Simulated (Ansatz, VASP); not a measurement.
**Two plane-wave programs on Na**

```
CELL_PARAMETERS angstrom
0.00000 2.74875 2.74875
2.74875 0.00000 2.74875
2.74875 2.74875 0.00000
ATOMIC_POSITIONS crystal
Na 0.00000 0.00000 0.00000
```

Alike in both runs: task single point; functional PBE; k mesh 17 × 17 × 17; occupations fermi-dirac, width 0.1 eV; no spin polarisation.

|  | VASP | Ansatz |
| --- | --- | --- |
| version | VASP 6.6.1 | Ansatz 0.2.0 |
| potentials or method | VASP PAW PBE potentials, release 64 (Na_pv), cutoff 520 eV | plane waves (420 eV) with PAW, scalar-relativistic |
| valence electrons in the cell | 7 | 9 |

```tsv
	VASP	Ansatz	Ansatz less VASP
pressure (GPa)	-0.7	-0.7	+0.01
```

With one functional, cell and mesh, what is left measures potentials, basis and numerics. VASP's potentials hold 7 valence electrons a cell and Ansatz's 9, so a difference there can come from the potentials and not from the codes.
